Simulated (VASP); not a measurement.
# I (Fd-3m) in VASP: relaxation of cell and atoms with PBE

Aim: the relaxation of cell and atoms of I with PBE.

Everything below comes from runs of VASP 6.6.1. Logs are shortened: lines on timing, memory, paths and dates and some standing lists are left out, and cuts for length are marked.

## (1) The cell of the first run

It takes space group Fd-3m (No. 227, cubic). Conventional cell: a = 6.980 Å, b = 6.980 Å, c = 6.980 Å, α = 90.00°, β = 90.00°, γ = 90.00°. Within 4.0 Å of I (site symmetry -43m) lie 4 I at 3.02 Å.

## (2) Relaxation of cell and atoms, PBE

The input, INCAR:

```
SYSTEM = I
  PREC = Accurate
  ENCUT = 600
  EDIFF = 1E-7
  ISMEAR = -1
  SIGMA = 0.1
  LREAL = .FALSE.
  LASPH = .TRUE.
  NELM = 100
  ALGO = Normal
  ISIF = 3
  LWAVE = .FALSE.
  LCHARG = .FALSE.
  GGA = PE
  IBRION = 2
  NSW = 60
  EDIFFG = -0.005
```

The input, KPOINTS:

```
regular mesh
0
G
  10 10 10
  0 0 0
```

The input, POSCAR:

```
I
1.0
    0.0000000000      3.4897660234      3.4897660234
    3.4897660234      0.0000000000      3.4897660234
    3.4897660234      3.4897660234      0.0000000000
I
2
Direct
   -0.1250000000     -0.1250000000     -0.1250000000
    0.1250000000      0.1250000000      0.1250000000
```

Potentials or basis: VASP PAW PBE potentials, release 64 (I).

Launch:

```sh
> cat potpaw_PBE.64/I/POTCAR > POTCAR
> mpirun -np 1 vasp_std > vasp.out
```

OUTCAR:

```text
SYSTEM = I
   PREC = Accurate
   ENCUT = 600
   EDIFF = 1E-7
   ISMEAR = -1
   LREAL = .FALSE.
   LASPH = .TRUE.
   NELM = 100
   ISIF = 3
   GGA = PE
   IBRION = 2
   NSW = 60
   EDIFFG = -0.005

 ion  position               nearest neighbor table
   1  0.875  0.875  0.875-   2 3.02   2 3.02   2 3.02   2 3.02
   2  0.125  0.125  0.125-   1 3.02   1 3.02   1 3.02   1 3.02

  LATTYP: Found a face centered cubic cell.
 ALAT       =     6.9795320468

  Lattice vectors:

 A1 = (   0.0000000000,   3.4897660234,   3.4897660234)
 A2 = (   3.4897660234,   0.0000000000,   3.4897660234)
 A3 = (   3.4897660234,   3.4897660234,   0.0000000000)

Analysis of symmetry for initial positions (statically):
=====================================================================
 Subroutine PRICEL returns:
 Original cell was already a primitive cell.

 Routine SETGRP: Setting up the symmetry group for a
 face centered cubic supercell.

 Subroutine GETGRP returns: Found 48 space group operations
 (whereof 12 operations were pure point group operations)
 out of a pool of 48 trial point group operations.

The static configuration has the point symmetry D_3d.
 The point group associated with its full space group is O_h .

Analysis of symmetry for dynamics (positions and initial velocities):
=====================================================================
 Subroutine PRICEL returns:
 Original cell was already a primitive cell.

 Routine SETGRP: Setting up the symmetry group for a
 face centered cubic supercell.

 Subroutine GETGRP returns: Found 48 space group operations
 (whereof 12 operations were pure point group operations)
 out of a pool of 48 trial point group operations.

The dynamic configuration has the point symmetry D_3d.
 The point group associated with its full space group is O_h .

 Subroutine INISYM returns: Found 48 space group operations
 (whereof 12 operations are pure point group operations),
 and found     1 'primitive' translations

----------------------------------------------------------------------------------------

                                     Primitive cell

  volume of cell :      85.0000

  direct lattice vectors                    reciprocal lattice vectors
     0.000000000  3.489766023  3.489766023    -0.143276081  0.143276081  0.143276081
     3.489766023  0.000000000  3.489766023     0.143276081 -0.143276081  0.143276081
     3.489766023  3.489766023  0.000000000     0.143276081  0.143276081 -0.143276081

  length of vectors
     4.935274440  4.935274440  4.935274440     0.248161452  0.248161452  0.248161452

  position of ions in fractional coordinates (direct lattice)
     0.875000000  0.875000000  0.875000000
     0.125000000  0.125000000  0.125000000

  ion indices of the primitive-cell ions
   primitive index   ion index
                 1           1
                 2           2

----------------------------------------------------------------------------------------

 KPOINTS: regular mesh

Automatic generation of k-mesh.
 Grid dimensions read from file:
 generate k-points for:   10   10   10

 Generating k-lattice:

  Cartesian coordinates                     Fractional coordinates (reciprocal lattice)
    -0.014327608  0.014327608  0.014327608     0.100000000  0.000000000  0.000000000
     0.014327608 -0.014327608  0.014327608     0.000000000  0.100000000  0.000000000
     0.014327608  0.014327608 -0.014327608     0.000000000  0.000000000  0.100000000

  Length of vectors
     0.024816145  0.024816145  0.024816145

  Shift w.r.t. Gamma in fractional coordinates (k-lattice)
     0.000000000  0.000000000  0.000000000

 Subroutine IBZKPT returns following result:
 ===========================================

 Found     47 irreducible k-points:

 Following reciprocal coordinates:
            Coordinates               Weight
  0.000000  0.000000  0.000000      1.000000
  0.100000  0.000000  0.000000      8.000000
  0.200000  0.000000  0.000000      8.000000
  0.300000  0.000000  0.000000      8.000000
  0.400000  0.000000  0.000000      8.000000
  0.500000  0.000000  0.000000      4.000000
[... 16 lines left out ...]
  0.300000  0.300000  0.000000      6.000000
  0.400000  0.300000  0.000000     24.000000
 [... further k-points ...]
   k-points           NKPTS =     47   k-points in BZ     NKDIM =     47   number of bands    NBANDS=     11
   number of dos      NEDOS =    301   number of ions     NIONS =      2
   total plane-waves  NPLWV =  64000
   dimension x,y,z NGX =    40 NGY =   40 NGZ =   40
   dimension x,y,z NGXF=    80 NGYF=   80 NGZF=   80
   ions per type =               2
   NGX,Y,Z   is equivalent  to a cutoff of  13.47, 13.47, 13.47 a.u.
   NGXF,Y,Z  is equivalent  to a cutoff of  26.95, 26.95, 26.95 a.u.
 SYSTEM =  I
   PREC   = accura    normal or accurate (medium, high low for compatibility)
   ISTART =      0    job   : 0-new  1-cont  2-samecut
   ICHARG =      2    charge: 1-file 2-atom 10-const
   ISPIN  =      1    spin polarized calculation?
   LNONCOLLINEAR =      F non collinear calculations
   LSORBIT =      F    spin-orbit coupling
   LASPH  =      T    aspherical Exc in radial PAW
   ENCUT  =  600.0 eV  44.10 Ry    6.64 a.u.   9.86  9.86  9.86*2*pi/ulx,y,z
   NELM   =    100;   NELMIN=  2; NELMDL= -5     # of ELM steps
   EDIFF  = 0.1E-06   stopping-criterion for ELM
   LREAL  =      F    real-space projection
   EDIFFG = -.5E-02   stopping-criterion for IOM
   NSW    =     60    number of steps for IOM
   IBRION =      2    ionic relax: 0-MD 1-quasi-New 2-CG
   NFREE  =      1    steps in history (QN), initial steepest desc. (CG)
   ISIF   =      3    stress and relaxation
   ISYM   =      2    0-nonsym 1-usesym 2-fastsym
   POTIM  = 0.5000    time-step for ionic-motion
   TEBEG  =    0.0;   TEEND  =   0.0 temperature during run
   PSTRESS=    0.0 pullay stress
   NELECT =      14.0000    total number of electrons
   NUPDOWN=      -1.0000    fix difference up-down
   EMIN   =  10.00;   EMAX   =-10.00  energy-range for DOS
   EFERMI =   0.00;   METHOD = LEGACY
   ISMEAR =    -1;   SIGMA  =   0.10  broadening in eV -4-tet -1-fermi 0-gaus
   EFERMI_NEDOS =   21; number of points for ismear=-14 and -15
   IALGO  =     38    algorithm
   IMIX   =      4    mixing-type and parameters
     AMIX     =   0.40;   BMIX     =  1.00
     AMIX_MAG =   1.60;   BMIX_MAG =  1.00
  volume/ion in A,a.u.               =      42.50       286.80
  Fermi-wavevector in a.u.,A,eV,Ry     =   0.897383  1.695808 10.956722  0.805296
  Thomas-Fermi vector in A             =   2.019960
   LORBIT       =      0    0 simple, 1 ext, 2 COOP (PROOUT), +10 PAW based schemes
   GGA     = PE    functional components
   LHFCALC =     F    Hartree Fock is set to
   AEXX    =    0.0000 exact exchange contribution
   IVDW    =     0    specifies the selected vdW correction
   LEPSILON=     F    determine dielectric tensor
   LRPA    =     F    only Hartree local field effects (RPA)
 conjugate gradient relaxation of ions
 non-spin polarized calculation
  energy-cutoff  :      600.00
  volume of cell :       85.00
 maximum number of plane-waves:      2874
   NGX = 19   NGY = 19   NGZ = 19

--------------------------------------- Ionic step        1  -------------------------------------------

 number of electron      14.0000000 magnetization

 Free energy of the ion-electron system (eV)
  ---------------------------------------------------
  ext. energy  EPLUGINS =         0.00000000
  ---------------------------------------------------
  free energy    TOTEN  =        -1.26971502 eV

  energy without entropy =       -1.17704664  energy(sigma->0) =       -1.22338083

------------------------ aborting loop because EDIFF is reached ----------------------------------------

  FORCE on cell =-STRESS in cart. coord.  units (eV):
  Direction    XX          YY          ZZ          XY          YZ          ZX
  --------------------------------------------------------------------------------------
  -------------------------------------------------------------------------------------
  Total        4.8734452      4.8734452      4.8734452      0.0000000     -0.0000000     -0.0000000
  in kB       91.8602761     91.8602761     91.8602761      0.0000000     -0.0000000     -0.0000000
  external PRESSURE =      91.8602761 kB  Pullay stress =       0.0000000 kB
[... 93 lines left out ...]
  energy  without entropy=       -1.8605048260  energy(sigma->0) =       -1.94118137

--------------------------------------- Ionic step        4  -------------------------------------------

 number of electron      14.0000001 magnetization

 Free energy of the ion-electron system (eV)
  ---------------------------------------------------
  ext. energy  EPLUGINS =         0.00000000
  ---------------------------------------------------
  free energy    TOTEN  =        -2.02294370 eV

  energy without entropy =       -1.86510189  energy(sigma->0) =       -1.94402279

 E-fermi :   0.2029     XC(G=0):  -6.3692

 val. band max:        0.2000917462   @ k =  -0.4000   0.1000   0.0000
 cond. band min:       0.2157057029   @ k =   0.5000   0.1000   0.0000
 fundamental gap:      0.0156139567
 Fermi energy:         0.2029207096

 k-point     1 :       0.0000    0.0000    0.0000
  band No.  band energies     occupation
      1     -12.5936      2.00000
      2     -10.8147      2.00000
      3      -2.2752      2.00000
      4      -2.2752      2.00000
      5      -2.2752      2.00000
      6      -0.5952      1.99932
      7      -0.5952      1.99932
      8      -0.5952      1.99932
      9       4.6752      0.00000
     10       7.1849      0.00000
     11       7.1849      0.00000
[... 309 lines left out ...]
 k-point    24 :       0.4000    0.3000    0.0000
  band No.  band energies     occupation
      1     -12.1644      2.00000
      2     -11.3900      2.00000
      3      -2.8776      2.00000
      4      -2.8313      2.00000
      5      -1.7503      2.00000
      6      -1.0715      1.99999
      7       0.3108      0.50730
      8       0.3402      0.40447
      9       5.7735      0.00000
     10       6.3582      0.00000
     11       8.0922      0.00000

 [... further k-points ...]

------------------------ aborting loop because EDIFF is reached ----------------------------------------

  FORCE on cell =-STRESS in cart. coord.  units (eV):
  Direction    XX          YY          ZZ          XY          YZ          ZX
  --------------------------------------------------------------------------------------
  -------------------------------------------------------------------------------------
  Total       -0.0067633     -0.0067633     -0.0067633      0.0000000     -0.0000000      0.0000000
  in kB       -0.0886070     -0.0886070     -0.0886070      0.0000000     -0.0000000      0.0000000
  external PRESSURE =      -0.0886070 kB  Pullay stress =       0.0000000 kB
[... 17 lines left out ...]
  FREE ENERGIE OF THE ION-ELECTRON SYSTEM (eV)
  ---------------------------------------------------
  free  energy   TOTEN  =        -2.0229436972 eV

  energy  without entropy=       -1.8651018861  energy(sigma->0) =       -1.94402279

 reached required accuracy - stopping structural energy minimisation
```

Wall time 2.1 min (1 thread of AMD EPYC 9R45 (Zen 5), shared host); peak memory 0.23 GiB.

Results:

| Quantity | Value |
| --- | --- |
| Free energy | -2.0229 eV |
| Relaxed volume | 61.15 Å³/atom |
| Relaxed cell | a = 5.572 Å, b = 5.572 Å, c = 5.572 Å, α = 60.00°, β = 60.00°, γ = 60.00° |
| Space group after relaxing (to 0.1 Å) | Fd-3m (No. 227) |
| Energy gained by relaxing | 376.6 meV/atom |
| Ionic steps | 4 |
| Pressure after relaxing | 0.0 GPa |
| Band gap on the k mesh | zero (bands 7 and 8 overlap by 1.14 eV) |

The path:
| step | energy change (eV) | largest force (eV/Å) | pressure (GPa) | volume (Å³) |
| --- | --- | --- | --- | --- |
| 1 | 0.0000 | 0.0000 | 9.19 | 85.00 |
| 2 | -0.7497 | 0.0000 | 0.33 | 118.64 |
| 3 | -0.7521 | 0.0000 | -0.17 | 124.25 |
| 4 | -0.7532 | 0.0000 | -0.01 | 122.29 |

Final structure:
```yaml
crystal:
  lattice:
    - [0.00000, 3.93965, 3.93965]
    - [3.93965, 0.00000, 3.93965]
    - [3.93965, 3.93965, 0.00000]
  atoms:
    - { symbol: I, position: [0.87500, 0.87500, 0.87500] }
    - { symbol: I, position: [0.12500, 0.12500, 0.12500] }
```

Caveat: the volume moved by over 15 % at a fixed basis, so the end points are rough; spin-orbit coupling is left out, which moves the levels of the heavy elements.
